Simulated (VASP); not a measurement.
# Li2O (v.br) (Fm-3m) in VASP: notebook

The runs below take Li2O (v.br) through single point, with PBE.

Everything below comes from runs of VASP 6.6.1. Logs are shortened: lines on timing, memory, paths and dates and some standing lists are left out, and cuts for length are marked.

### 1 The cell of the first run

It takes space group Fm-3m (No. 225, cubic). The conventional cell has a = 4.600 Å, b = 4.600 Å, c = 4.600 Å, α = 90.00°, β = 90.00°, γ = 90.00°. Within 2.6 Å of O (site symmetry m-3m) lie 8 Li at 1.99 Å. Within 2.6 Å of Li (site symmetry -43m) lie 4 O at 1.99 Å and 6 Li at 2.30 Å.

### 2 Single point, PBE

Input file INCAR:

```
SYSTEM = Li2O
PREC = Accurate
ENCUT = 750
EDIFF = 1E-6
ISMEAR = 0
SIGMA = 0.02
LREAL = .False.
LASPH = .True.
NELM = 120
ALGO = Normal
ISIF = 2
LWAVE = .False.
LCHARG = .True.
GGA = PE
LELF = .True.
LVHAR = .True.
NBANDS = 13
GGA_COMPAT = .False.
```

Input file KPOINTS:

```
regular mesh
0
Gamma
  8 8 8
  0 0 0
```

Input file POSCAR:

```
Li2O
1.0
    0.0000000000      2.3000000000      2.3000000000
    2.3000000000      0.0000000000      2.3000000000
    2.3000000000      2.3000000000      0.0000000000
O Li
1 2
Direct
    0.0000000000      0.0000000000      0.0000000000
    0.2500000000      0.2500000000      0.2500000000
    0.7500000000      0.7500000000      0.7500000000
```

Potentials or basis: VASP PAW PBE potentials, release 64 (O, Li_sv).

On the command line:

```
$ cat potpaw_PBE.64/O/POTCAR potpaw_PBE.64/Li_sv/POTCAR > POTCAR
$ mpirun -np 1 vasp_std > vasp.out
```

OUTCAR:

```text
SYSTEM = Li2O
   PREC = Accurate
   ENCUT = 750
   EDIFF = 1E-6
   ISMEAR = 0
   LREAL = .False.
   LASPH = .True.
   NELM = 120
   ISIF = 2
   GGA = PE

 ion  position               nearest neighbor table
   1  0.000  0.000  0.000-   3 1.99   3 1.99   3 1.99   2 1.99   3 1.99   2 1.99   2 1.99   2 1.99

   2  0.250  0.250  0.250-   1 1.99   1 1.99   1 1.99   1 1.99   3 2.30   3 2.30   3 2.30   3 2.30
                             3 2.30   3 2.30
   3  0.750  0.750  0.750-   1 1.99   1 1.99   1 1.99   1 1.99   2 2.30   2 2.30   2 2.30   2 2.30
                             2 2.30   2 2.30

  LATTYP: Found a face centered cubic cell.
 ALAT       =     4.6000000000

  Lattice vectors:

 A1 = (   0.0000000000,   2.3000000000,   2.3000000000)
 A2 = (   2.3000000000,   0.0000000000,   2.3000000000)
 A3 = (   2.3000000000,   2.3000000000,   0.0000000000)

Analysis of symmetry for initial positions (statically):
=====================================================================
 Subroutine PRICEL returns:
 Original cell was already a primitive cell.

 Routine SETGRP: Setting up the symmetry group for a
 face centered cubic supercell.

 Subroutine GETGRP returns: Found 48 space group operations
 (whereof 48 operations were pure point group operations)
 out of a pool of 48 trial point group operations.

The static configuration has the point symmetry O_h .

Analysis of symmetry for dynamics (positions and initial velocities):
=====================================================================
 Subroutine PRICEL returns:
 Original cell was already a primitive cell.

 Routine SETGRP: Setting up the symmetry group for a
 face centered cubic supercell.

 Subroutine GETGRP returns: Found 48 space group operations
 (whereof 48 operations were pure point group operations)
 out of a pool of 48 trial point group operations.

The dynamic configuration has the point symmetry O_h .

 Subroutine INISYM returns: Found 48 space group operations
 (whereof 48 operations are pure point group operations),
 and found     1 'primitive' translations

----------------------------------------------------------------------------------------

                                     Primitive cell

  volume of cell :      24.3340

  direct lattice vectors                    reciprocal lattice vectors
     0.000000000  2.300000000  2.300000000    -0.217391304  0.217391304  0.217391304
     2.300000000  0.000000000  2.300000000     0.217391304 -0.217391304  0.217391304
     2.300000000  2.300000000  0.000000000     0.217391304  0.217391304 -0.217391304

  length of vectors
     3.252691193  3.252691193  3.252691193     0.376532784  0.376532784  0.376532784

  position of ions in fractional coordinates (direct lattice)
     0.000000000  0.000000000  0.000000000
     0.250000000  0.250000000  0.250000000
     0.750000000  0.750000000  0.750000000

  ion indices of the primitive-cell ions
   primitive index   ion index
                 1           1
                 2           2
                 3           3

----------------------------------------------------------------------------------------

 KPOINTS: regular mesh

Automatic generation of k-mesh.
 Grid dimensions read from file:
 generate k-points for:    8    8    8

 Generating k-lattice:

  Cartesian coordinates                     Fractional coordinates (reciprocal lattice)
    -0.027173913  0.027173913  0.027173913     0.125000000  0.000000000  0.000000000
     0.027173913 -0.027173913  0.027173913     0.000000000  0.125000000  0.000000000
     0.027173913  0.027173913 -0.027173913     0.000000000  0.000000000  0.125000000

  Length of vectors
     0.047066598  0.047066598  0.047066598

  Shift w.r.t. Gamma in fractional coordinates (k-lattice)
     0.000000000  0.000000000  0.000000000

 Subroutine IBZKPT returns following result:
 ===========================================

 Found     29 irreducible k-points:

 Following reciprocal coordinates:
            Coordinates               Weight
  0.000000  0.000000  0.000000      1.000000
  0.125000  0.000000  0.000000      8.000000
  0.250000  0.000000  0.000000      8.000000
  0.375000  0.000000  0.000000      8.000000
  0.500000  0.000000  0.000000      4.000000
  0.125000  0.125000  0.000000      6.000000
[... 16 lines left out ...]
  0.500000  0.250000  0.125000     48.000000
 -0.375000  0.250000  0.125000     24.000000
 [... further k-points ...]
   k-points           NKPTS =     29   k-points in BZ     NKDIM =     29   number of bands    NBANDS=     13
   number of dos      NEDOS =    301   number of ions     NIONS =      3
   total plane-waves  NPLWV =  27000
   dimension x,y,z NGX =    30 NGY =   30 NGZ =   30
   dimension x,y,z NGXF=    60 NGYF=   60 NGZF=   60
   ions per type =               1   2
   NGX,Y,Z   is equivalent  to a cutoff of  15.33, 15.33, 15.33 a.u.
   NGXF,Y,Z  is equivalent  to a cutoff of  30.67, 30.67, 30.67 a.u.
 SYSTEM =  Li2O
   PREC   = accura    normal or accurate (medium, high low for compatibility)
   ISTART =      0    job   : 0-new  1-cont  2-samecut
   ICHARG =      2    charge: 1-file 2-atom 10-const
   ISPIN  =      1    spin polarized calculation?
   LNONCOLLINEAR =      F non collinear calculations
   LSORBIT =      F    spin-orbit coupling
   LASPH  =      T    aspherical Exc in radial PAW
   ENCUT  =  750.0 eV  55.12 Ry    7.42 a.u.   7.26  7.26  7.26*2*pi/ulx,y,z
   NELM   =    120;   NELMIN=  2; NELMDL= -5     # of ELM steps
   EDIFF  = 0.1E-05   stopping-criterion for ELM
   LREAL  =      F    real-space projection
   EDIFFG = 0.1E-04   stopping-criterion for IOM
   NSW    =      0    number of steps for IOM
   IBRION =     -1    ionic relax: 0-MD 1-quasi-New 2-CG
   NFREE  =      0    steps in history (QN), initial steepest desc. (CG)
   ISIF   =      2    stress and relaxation
   ISYM   =      2    0-nonsym 1-usesym 2-fastsym
   POTIM  = 0.5000    time-step for ionic-motion
   TEBEG  =    0.0;   TEEND  =   0.0 temperature during run
   PSTRESS=    0.0 pullay stress
   NELECT =      12.0000    total number of electrons
   NUPDOWN=      -1.0000    fix difference up-down
   EMIN   =  10.00;   EMAX   =-10.00  energy-range for DOS
   EFERMI =   0.00;   METHOD = LEGACY
   ISMEAR =     0;   SIGMA  =   0.02  broadening in eV -4-tet -1-fermi 0-gaus
   EFERMI_NEDOS =   21; number of points for ismear=-14 and -15
   IALGO  =     38    algorithm
   IMIX   =      4    mixing-type and parameters
     AMIX     =   0.40;   BMIX     =  1.00
     AMIX_MAG =   1.60;   BMIX_MAG =  1.00
  volume/ion in A,a.u.               =       8.11        54.74
  Fermi-wavevector in a.u.,A,eV,Ry     =   1.293394  2.444160 22.760741  1.672867
  Thomas-Fermi vector in A             =   2.425042
   LORBIT       =      0    0 simple, 1 ext, 2 COOP (PROOUT), +10 PAW based schemes
   GGA     = PE    functional components
   LHFCALC =     F    Hartree Fock is set to
   AEXX    =    0.0000 exact exchange contribution
   IVDW    =     0    specifies the selected vdW correction
   LEPSILON=     F    determine dielectric tensor
   LRPA    =     F    only Hartree local field effects (RPA)
 non-spin polarized calculation
 Gauss-broadening in eV      SIGMA  =   0.02
  energy-cutoff  :      750.00
  volume of cell :       24.33
 maximum number of plane-waves:      1158
 NGX is ok and might be reduce to    30
   NGX = 15   NGY = 15   NGZ = 15

 number of electron      12.0000002 magnetization

 Free energy of the ion-electron system (eV)
  ---------------------------------------------------
  ext. energy  EPLUGINS =         0.00000000
  ---------------------------------------------------
  free energy    TOTEN  =       -14.35414554 eV

  energy without entropy =      -14.35414554  energy(sigma->0) =      -14.35414554

 E-fermi :   1.6846     XC(G=0):  -9.8059

 val. band max:        1.4009805993   @ k =   0.0000   0.0000   0.0000
 cond. band min:       6.4045940286   @ k =   0.5000   0.5000   0.0000
 fundamental gap:      5.0036134292
 Fermi energy:         1.6846212273

 k-point     1 :       0.0000    0.0000    0.0000
  band No.  band energies     occupation
      1     -41.5576      2.00000
      2     -41.2143      2.00000
      3     -14.0686      2.00000
      4       1.4010      2.00000
      5       1.4010      2.00000
      6       1.4010      2.00000
      7       6.7610      0.00000
      8      13.4125      0.00000
      9      13.4125      0.00000
     10      13.4125      0.00000
     11      20.5370      0.00000
     12      20.5370      0.00000
     13      20.5370      0.00000

 k-point     2 :       0.1250    0.0000    0.0000
  band No.  band energies     occupation
      1     -41.5423      2.00000
      2     -41.2256      2.00000
      3     -14.0379      2.00000
      4       0.8849      2.00000
      5       1.3279      2.00000
      6       1.3279      2.00000
      7       7.1792      0.00000
      8      13.4375      0.00000
      9      13.6306      0.00000
     10      13.6306      0.00000
     11      19.1705      0.00000
     12      19.1705      0.00000
     13      21.0595      0.00000

 k-point     3 :       0.2500    0.0000    0.0000
  band No.  band energies     occupation
      1     -41.5001      2.00000
      2     -41.2581      2.00000
      3     -13.9604      2.00000
      4      -0.1676      2.00000
      5       1.1619      2.00000
      6       1.1619      2.00000
      7       8.1783      0.00000
      8      13.2262      0.00000
      9      13.8911      0.00000
     10      13.8911      0.00000
     11      18.3137      0.00000
     12      18.3137      0.00000
     13      22.3550      0.00000
[... 305 lines left out ...]
 k-point    23 :       0.5000    0.2500    0.1250
  band No.  band energies     occupation
      1     -41.4237      2.00000
      2     -41.3189      2.00000
      3     -13.8396      2.00000
      4      -0.8375      2.00000
      5       0.3592      2.00000
      6       0.7503      2.00000
      7       8.9398      0.00000
      8      12.2304      0.00000
      9      14.5911      0.00000
     10      15.0476      0.00000
     11      17.2957      0.00000
     12      20.8538      0.00000
     13      24.0577      0.00000

 k-point    24 :      -0.3750    0.2500    0.1250
  band No.  band energies     occupation
      1     -41.3699      2.00000
      2     -41.3693      2.00000
      3     -13.8107      2.00000
      4      -1.0851      2.00000
      5       0.3855      2.00000
      6       0.5826      2.00000
      7       9.4129      0.00000
      8      11.7678      0.00000
      9      14.5646      0.00000
     10      14.9336      0.00000
     11      19.0782      0.00000
     12      19.4406      0.00000
     13      24.5930      0.00000

 [... further k-points ...]

------------------------ aborting loop because EDIFF is reached ----------------------------------------

  FORCE on cell =-STRESS in cart. coord.  units (eV):
  Direction    XX          YY          ZZ          XY          YZ          ZX
  --------------------------------------------------------------------------------------
  -------------------------------------------------------------------------------------
  Total        0.1631676      0.1631676      0.1631676      0.0000000      0.0000000     -0.0000000
  in kB       10.7431370     10.7431370     10.7431370      0.0000000      0.0000000     -0.0000000
  external PRESSURE =      10.7431370 kB  Pullay stress =       0.0000000 kB

 VOLUME and BASIS-vectors are now :
 -----------------------------------------------------------------------------
  energy-cutoff  :      750.00
  volume of cell :       24.33
      direct lattice vectors                 reciprocal lattice vectors
     0.000000000  2.300000000  2.300000000    -0.217391304  0.217391304  0.217391304
     2.300000000  0.000000000  2.300000000     0.217391304 -0.217391304  0.217391304
     2.300000000  2.300000000  0.000000000     0.217391304  0.217391304 -0.217391304

 POSITION                                       TOTAL-FORCE (eV/Angst)
 -----------------------------------------------------------------------------------
      0.00000      0.00000      0.00000         0.000000      0.000000      0.000000
      1.15000      1.15000      1.15000         0.000000      0.000000      0.000000
      3.45000      3.45000      3.45000        -0.000000     -0.000000     -0.000000
 -----------------------------------------------------------------------------------
    total drift:                                0.000000     -0.000000      0.000000

  FREE ENERGIE OF THE ION-ELECTRON SYSTEM (eV)
  ---------------------------------------------------
  free  energy   TOTEN  =       -14.3541455406 eV

  energy  without entropy=      -14.3541455406  energy(sigma->0) =      -14.35414554
```

Run time: 17 s. Hardware: 1 thread of Intel Xeon Platinum 8375C at 2.90GHz (Ice Lake), shared host; peak memory 0.16 GiB.

What came out:

* Free energy: -14.3541 eV
* Pressure: 1.1 GPa
* Band gap on the k mesh: 5.00 eV, indirect (least direct gap 5.36 eV)

Levels at points of the mesh, in eV from the valence-band top:
```csv
k point,band 3,band 4,band 5,band 6,band 7,band 8,band 9,band 10
"(0.00, 0.00, 0.00)",-15.47,0.00,0.00,0.00,5.36,12.01,12.01,12.01
"(0.50, 0.00, 0.00)",-15.24,-2.80,-0.45,-0.45,9.30,9.94,12.14,12.14
"(0.50, 0.50, 0.00)",-15.19,-1.61,-1.40,-1.40,5.00,13.66,13.66,14.88
```

### 3 Single point, PBE

Input file INCAR:

```
PREC     = Accurate       # precision mode
ENCUT    = 750            # plane-wave cutoff, eV
EDIFF    = 1E-6           # SCF threshold, eV
ISMEAR   = 0              # smearing method
SIGMA    = 0.02           # smearing width, eV
LREAL    = F              # projectors in reciprocal space
LASPH    = T              # aspherical terms in the spheres
NELM     = 120            # most SCF steps
ALGO     = Normal         # electronic algorithm
ISIF     = 2              # what is computed and relaxed
LWAVE    = F              # write WAVECAR
LCHARG   = F              # write CHGCAR
GGA      = PE             # functional
NBANDS   = 13             # bands
GGA_COMPAT= F
```

Input file KPOINTS:

```
regular mesh
0
Gamma
  8 8 8
```

POSCAR is that of step 2.

Potentials or basis: VASP PAW PBE potentials, release 64 (O, Li_sv).

On the command line:

```
$ cat potpaw_PBE.64/O/POTCAR potpaw_PBE.64/Li_sv/POTCAR > POTCAR
$ mpirun -np 1 vasp_std > vasp.out
```

Run time: 15 s. Hardware: 1 thread of Intel Xeon Platinum 8375C at 2.90GHz (Ice Lake), shared host; peak memory 0.16 GiB.

Results (log left out):

```yaml
Free_energy: -14.3541 eV
Pressure: 1.1 GPa
Band_gap_on_the_k_mesh: 5.00 eV, indirect (least direct gap 5.36 eV)
```

Levels at points of the mesh, in eV from the valence-band top:
| k point | band 3 | band 4 | band 5 | band 6 | band 7 | band 8 | band 9 | band 10 |
| --- | --- | --- | --- | --- | --- | --- | --- | --- |
| (0.00, 0.00, 0.00) | -15.47 | 0.00 | 0.00 | 0.00 | 5.36 | 12.01 | 12.01 | 12.01 |
| (0.50, 0.00, 0.00) | -15.24 | -2.80 | -0.45 | -0.45 | 9.30 | 9.94 | 12.14 | 12.14 |
| (0.50, 0.50, 0.00) | -15.19 | -1.61 | -1.40 | -1.40 | 5.00 | 13.66 | 13.66 | 14.88 |
